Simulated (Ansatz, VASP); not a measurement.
## One calculation of Au, two programs

File INCAR:

```
SYSTEM = Au
  ALGO = Normal
  EDIFF = 1E-6
  ENCUT = 520
  GGA = PS
  ISIF = 2
  ISMEAR = -1
  LASPH = .True.
  LCHARG = .False.
  LREAL = .False.
  LWAVE = .False.
  NBANDS = 12
  NELM = 80
  PREC = Accurate
  SIGMA = 0.06
```

File KPOINTS:

```
k-points
0
Gamma
  12 12 12
  0 0 0
```

The input POSCAR:

```
Au
1.0
    0.0000000000      2.1161740000      2.1161740000
    2.1161740000      0.0000000000      2.1161740000
    2.1161740000      2.1161740000      0.0000000000
Au
1
Direct
    0.0000000000      0.0000000000      0.0000000000
```

Input for Ansatz:

```yaml
crystal:
  atoms:
  - position: [0.0, 0.0, 0.0]
    symbol: Au
  lattice:
  - [0.0, 2.116174, 2.116174]
  - [2.116174, 0.0, 2.116174]
  - [2.116174, 2.116174, 0.0]
hamiltonian:
  dispersion: none
  pseudopotentials:
    dirac_shells:
      Au: [2p, 3d, 3p, 4d, 4p]
    kind: all_electron
    lapw: {}
    relativity: scalar
  xc: pbesol
kpoints:
  mp_grid:
    grid: [12, 12, 12]
    shift: [0, 0, 0]
magnetization: {spin_polarized: false}
output: {forces: true, stress: true}
scf:
  occupations: {method: fermi_dirac, width: 0.06}
```

Alike in both runs: task single point; functional PBEsol; k mesh 12 × 12 × 12; occupations fermi-dirac, width 0.06 eV; no spin polarisation.

|  | VASP | Ansatz |
| --- | --- | --- |
| version | VASP 6.6.1 | Ansatz 0.2 development build |
| potentials or method | VASP PAW PBE potentials, release 64 (Au), cutoff 520 eV | all-electron full-potential LAPW, scalar-relativistic |

```csv
,VASP,Ansatz,Ansatz less VASP
pressure (GPa),-13.7,-13.5,+0.22
```

VASP's potentials were made for PBE, not for PBEsol. Ansatz ran all-electron here, and VASP with PAW potentials.

Neither program's run includes spin-orbit coupling.
